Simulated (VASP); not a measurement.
A run of VASP 6.6.1 is set up as follows.

File POSCAR:

```
AlBSb2
1.0
    4.0064826178      0.0000000000      0.0000000000
    0.0000000000      4.0064826178      0.0000000000
    0.0000000000      0.0000000000      5.8800652909
B Sb Al
1 2 1
Direct
    0.0000000000      0.0000000000      0.0000000000
    0.0000000000      0.5000000000      0.2148476448
    0.5000000000      0.0000000000      0.7851523552
    0.5000000000      0.5000000000      0.5000000000
```

Contents of INCAR.step1:

```
SYSTEM = AlBSb2
PREC = Accurate
ENCUT = 520
EDIFF = 1E-5
ISMEAR = -1
SIGMA = 0.02
LREAL = .False.
LASPH = .True.
NELM = 60
ALGO = Normal
ISIF = 2
LWAVE = .True.
LCHARG = .False.
NBANDS = 16
GGA = PE
```

The input INCAR.step2:

```
SYSTEM = AlBSb2
PREC = Accurate
ENCUT = 520
EDIFF = 1E-7
ISMEAR = -1
SIGMA = 0.02
LREAL = .False.
LASPH = .True.
NELM = 60
ALGO = Normal
ISIF = 2
LWAVE = .False.
LCHARG = .False.
GGA = PE
LHFCALC = .True.
HFSCREEN = 0.2079
PRECFOCK = Normal
NBANDS = 16
ISTART = 1
```

Contents of KPOINTS:

```
regular mesh
0
Gamma
  4 4 4
  0 0 0
```

Potentials or basis: VASP PAW PBE potentials, release 64 (B, Sb, Al).

Run with:

```sh
$ cat potpaw_PBE.64/B/POTCAR potpaw_PBE.64/Sb/POTCAR potpaw_PBE.64/Al/POTCAR > POTCAR
$ cp INCAR.step1 INCAR
$ mpirun -np 1 vasp_std > vasp.out
$ cp INCAR.step2 INCAR
$ mpirun -np 1 vasp_std > vasp.out
```

**Question.** What does it give for the largest force?

**Answer.** 0.085 eV/Å.

**Question.** What does it give for the pressure?

**Answer.** -1.2 GPa.

**Question.** Estimate the band gap on the k mesh.

**Answer.** 0.59 eV.

Forces in eV/Å, atoms in the order of the input:
```
B    0.000  0.000  0.000
Sb   0.000  0.000 -0.085
Sb   0.000  0.000  0.085
Al   0.000  0.000  0.000
```

Caveat: the PAW data sets were made with another functional, which shifts forces and pressure a little; spin-orbit coupling is left out, which moves the levels of the heavy elements. A k mesh can miss the band edges.
